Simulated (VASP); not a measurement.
A run of VASP 6.6.1 is set up as follows.

The input INCAR:

```
PREC = Accurate
ENCUT = 520
EDIFF = 1E-6
ISMEAR = 0
SIGMA = 0.15
LREAL = Auto
LASPH = T
NELM = 80
ALGO = Normal
ISIF = 2
LWAVE = F
LCHARG = T
GGA = PE
IVDW = 12
LELF = T
LVHAR = T
NBANDS = 40
```

KPOINTS

```
Automatic mesh
0
Gamma
  5 4 1
```

File POSCAR:

```
Be18HCO
1.0
    4.5800000000      0.0000000000      0.0000000000
    3.4350000000      5.9495950000      0.0000000000
    0.0000000000      0.0000000000     14.5884300000
Be C H O
18 1 1 1
Direct
    0.0000000000      0.0000000000      0.0685474722
    0.5000000000      0.0000000000      0.0685474722
    0.0000000420      0.3333332773      0.0685474722
    0.5000000420      0.3333332773      0.0685474722
   -0.0000000420      0.6666667227      0.0685474722
    0.4999999580      0.6666667227      0.0685474722
   -0.1657988526      0.2212237976      0.1867448382
    0.3431305754      0.2168305574      0.1919890626
   -0.1649896038      0.5596370845      0.1936105530
    0.3275292746      0.5564733398      0.1910923931
   -0.1586313233      0.8834653451      0.1906046778
    0.3363584046      0.8901125203      0.1890805248
   -0.0032203258      0.0106303034      0.3073533615
    0.5022784550     -0.0036990753      0.3149116800
    0.0000780901      0.3258877285      0.3080992951
    0.5223998360      0.3265763468      0.3086621384
    0.0280331869      0.6440273666      0.3234957429
    0.4990207061      0.6669741386      0.3076004752
    0.6925989904      0.8568176489      0.4183842264
    0.5703243711      0.9590449434      0.4801297329
    0.9554835434      0.6661771095      0.4343893757
```

Potentials or basis: VASP PAW PBE potentials, release 64 (Be, C, H, O).

Launch:

```bash
$ cat potpaw_PBE.64/Be/POTCAR potpaw_PBE.64/C/POTCAR potpaw_PBE.64/H/POTCAR potpaw_PBE.64/O/POTCAR > POTCAR
$ mpirun -np 1 vasp_std > vasp.out
```

(1) Predict the dispersion energy per atom.

(2) Estimate the band gap on the k mesh.

(3) What does it give for the largest force?

Answers

(1) -0.207 eV.

(2) zero (an odd number of electrons rules out a gap without spin polarisation).

(3) 0.820 eV/Å.

Caveat: there is no dipole correction, which matters where the two faces differ; an odd number of electrons without spin polarisation forces a metal; a magnetic or distorted state may lie lower.
